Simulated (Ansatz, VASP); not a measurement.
## HO: VASP beside Ansatz

```
O H
1.0
    15.00000    0.00000    0.00000
     0.00000   15.50000    0.00000
     0.00000    0.00000   16.00000
O H
1 1
Cartesian
  7.3135 7.7341 7.5450
  7.6865 7.7659 8.4550
```

Alike in both runs: functional PBE; k mesh 1 × 1 × 1; occupations gaussian, width 0.005 eV; collinear spin.

Ansatz relaxed the structure, and its values are those at the end. VASP's run is a single point on that final structure, the one shown.

|  | VASP | Ansatz |
| --- | --- | --- |
| version | VASP 6.6.1 | Ansatz 0.2.0 |
| potentials or method | VASP PAW PBE potentials, release 64 (O, H), cutoff 520 eV | scalar-relativistic, plane waves, PAW |
| valence electrons in the cell | 7 | 7 |

```tsv
	VASP	Ansatz	Ansatz less VASP
gap on the k mesh at the Fermi level (eV)	0.92	0.91	-0.016
rms of the force components (eV/Å)	0.072	0.000	-0.0714
net moment per atom (μB)	0.50	0.50	0.000
size of the moment on the site where the two differ most (μB)	0.77	0.33	-0.441
```

Site moments also hang on the region over which each program counts them.
